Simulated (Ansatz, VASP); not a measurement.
Zr: VASP beside Ansatz

The input INCAR:

```
PREC     = Accurate       # precision mode
ENCUT    = 520            # plane-wave cutoff, eV
EDIFF    = 1E-6           # SCF threshold, eV
ISMEAR   = 0              # smearing method
SIGMA    = 0.15           # smearing width, eV
LREAL    = False          # projectors in reciprocal space
LASPH    = True           # aspherical terms in the spheres
NELM     = 60             # most SCF steps
ALGO     = Fast           # electronic algorithm
ISIF     = 2              # what is computed and relaxed
LWAVE    = False          # write WAVECAR
LCHARG   = False          # write CHGCAR
GGA      = PS             # functional
NBANDS   = 12             # bands
```

File KPOINTS:

```
regular mesh
0
Gamma
  18 18 18
```

The input POSCAR:

```
Zr
1.0
    0.0000000000      2.4354000000      2.0746000000
    2.4354000000      0.0000000000      2.0746000000
    2.4354000000      2.4354000000      0.0000000000
Zr
1
Direct
    0.0000000000      0.0000000000      0.0000000000
```

Input for Ansatz:

```yaml
crystal:
  lattice:
    - [0.0, 2.4354, 2.0746]
    - [2.4354, 0.0, 2.0746]
    - [2.4354, 2.4354, 0.0]
  atoms:
    - { symbol: Zr, position: [0.0, 0.0, 0.0] }
basis:
  ecutwfc: 420
kpoints:
  mp_grid: { grid: [18, 18, 18] }
hamiltonian:
  xc: pbesol
scf:
  occupations: { method: gaussian, width: 0.15 }
output:
  forces: true
  stress: true
  eigenvalues: true
```

Change from the starting cell: strain +0.080 along x and y, -0.080 along z, atoms carried along.

Alike in both runs: task single point; functional PBEsol; k mesh 18 × 18 × 18; occupations gaussian, width 0.15 eV; no spin polarisation.

```csv
,VASP,Ansatz
version,VASP 6.6.1,Ansatz 0.2.0
potentials or method,"VASP PAW PBE potentials, release 64 (Zr_sv), cutoff 520 eV","scalar-relativistic, plane waves, PAW"
valence electrons in the cell,12,12
```

|  | VASP | Ansatz | Ansatz less VASP |
| --- | --- | --- | --- |
| gap on the k mesh at the Fermi level (eV) | none | none | - |
| pressure (GPa) | -8.4 | -8.5 | -0.11 |
| traceless stress, the component that is largest in VASP (GPa) | 1.70 | 1.70 | 0.000 |

VASP's potentials were made for PBE, not for PBEsol. A gap of «none» marks a metal or a gap that the smearing closes.
